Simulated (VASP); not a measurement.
Write the native input for VASP 6.6.1 that does the following.

| Quantity | Value |
| --- | --- |
| Task | single point |
| Functional | r2SCAN |
| Potentials or basis | VASP PAW PBE potentials, release 64 (Hf_pv) |
| Cutoff | 520 eV |
| k mesh | 6 × 6 × 9 |
| Occupations | fermi-dirac, width 0.05 eV |
| Spin | no spin polarisation |
| Dipole correction | no |
| Further INCAR settings | ALGO = Normal; EDIFF = 1e-06; NBANDS = 22 |

Hf:

```
CELL_PARAMETERS angstrom
5.02763 0.00000 0.00000
-2.51382 4.35406 0.00000
0.00000 0.00000 3.12685
ATOMIC_POSITIONS crystal
Hf 0.00000 0.00000 0.00000
Hf 0.33333 0.66667 0.50000
Hf 0.66667 0.33333 0.50000
```

The input as run:

POSCAR

```
Hf
1.0
    5.0276308424      0.0000000000      0.0000000000
   -2.5138154212      4.3540560303      0.0000000000
    0.0000000000      0.0000000000      3.1268452265
Hf
3
Direct
    0.0000000000      0.0000000000      0.0000000000
    0.3333333333      0.6666666667      0.5000000000
    0.6666666667      0.3333333333      0.5000000000
```

INCAR.step1

```
PREC = Accurate ; ENCUT = 520
ISMEAR = -1 ; SIGMA = 0.05
LREAL = False ; LASPH = True
NELM = 80 ; NBANDS = 22
GGA = PE ; ALGO = Normal
EDIFF = 1E-4 ; LWAVE = True
LCHARG = False
```

INCAR.step2

```
PREC = Accurate ; ENCUT = 520
EDIFF = 1E-6 ; ISMEAR = -1
SIGMA = 0.05 ; LREAL = False
LASPH = True ; NELM = 80
ALGO = Normal ; ISIF = 2
LWAVE = False ; LCHARG = False
METAGGA = R2SCAN ; LMIXTAU = True
NBANDS = 22 ; ISTART = 1
```

KPOINTS

```
regular mesh
0
Gamma
  6 6 9
```

Potentials or basis: VASP PAW PBE potentials, release 64 (Hf_pv).

Launch:

```sh
$ cat potpaw_PBE.64/Hf_pv/POTCAR > POTCAR
$ cp INCAR.step1 INCAR
$ mpirun -np 1 vasp_std > vasp.out
$ cp INCAR.step2 INCAR
$ mpirun -np 1 vasp_std > vasp.out
```

Results of the run:

```
Pressure               : -4.1 GPa
Band gap on the k mesh : zero (band 15 reaches 4.85 eV, above the bottom of band 16 at 3.99 eV)
```

Caveat: the PAW data sets were made with another functional, which shifts forces and pressure a little; spin-orbit coupling is left out, which moves the levels of the heavy elements.

It took 100 s on 1 thread of Intel(R) Xeon(R) 6975P-C (Granite Rapids), on a shared host, peak memory 0.21 GiB.
